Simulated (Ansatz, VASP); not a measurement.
## Al2O3 in VASP and in Ansatz

Contents of INCAR:

```
PREC = Accurate
ENCUT = 520
EDIFF = 1E-6
ISMEAR = 0
SIGMA = 0.05
LREAL = False
LASPH = True
NELM = 60
ALGO = Normal
ISIF = 2
LWAVE = False
LCHARG = False
GGA = PE
IVDW = 12
NBANDS = 20
```

KPOINTS

```
regular mesh
0
Gamma
  9 9 4
```

The input POSCAR:

```
Al2O3
1.0
    2.8414820084      0.0000000000      0.0000000000
   -1.4207410042      2.4607956037      0.0000000000
    0.0000000000      0.0000000000      7.2308043812
Al O
2 3
Direct
    0.0000000000      0.0000000000      0.1907358529
    0.0000000000      0.0000000000      0.8092641471
    0.3333333333      0.6666666667      0.2703868429
    0.6666666667      0.3333333333      0.0000000000
    0.3333333333      0.6666666667      0.7296131571
```

Input for Ansatz:

```yaml
crystal:
  lattice:
    - [2.8414820084, 0.0, 0.0]
    - [-1.4207410042, 2.4607956037, 0.0]
    - [0.0, 0.0, 7.2308043812]
  atoms:
    - { symbol: Al, position: [0.0, 0.0, 0.1907358529] }
    - { symbol: Al, position: [0.0, 0.0, 0.8092641471] }
    - { symbol: O, position: [0.3333333333, 0.6666666667, 0.2703868429] }
    - { symbol: O, position: [0.6666666667, 0.3333333333, 0.0] }
    - { symbol: O, position: [0.3333333333, 0.6666666667, 0.7296131571] }
basis:
  ecutwfc: 520.0
kpoints:
  mp_grid: { grid: [9, 9, 4] }
hamiltonian:
  xc: pbe
  pseudopotentials: { kind: paw, azcp: { folder: soft_1 } }
  dispersion: d3bj
scf:
  occupations: { method: gaussian, width: 0.05 }
output:
  forces: true
  stress: true
  eigenvalues: true
```

Alike in both runs: task single point; functional PBE; dispersion D3(BJ); k mesh 9 × 9 × 4; occupations gaussian, width 0.05 eV; no spin polarisation.

```csv
,VASP,Ansatz
version,VASP 6.6.1,Ansatz 0.2.0
potentials or method,"VASP PAW PBE potentials, release 64 (Al, O), cutoff 520 eV","scalar-relativistic, plane waves, PAW"
valence electrons in the cell,24,24
```

Ansatz gave:

- gap on the k mesh at the Fermi level (eV): 5.09
- least direct gap on the mesh (eV): 5.30
- pressure (GPa): 13.8
- traceless stress, the component that is largest in VASP (GPa): -2.71
- rms of the force components (eV/Å): 1.020

Task: Which values does VASP return?

Result: gap on the k mesh at the Fermi level (eV): 5.09; least direct gap on the mesh (eV): 5.30; pressure (GPa): 13.9; traceless stress, the component that is largest in VASP (GPa): -2.99; rms of the force components (eV/Å): 1.004.

Atom by atom the forces differ by 0.017 eV/Å (rms over components).
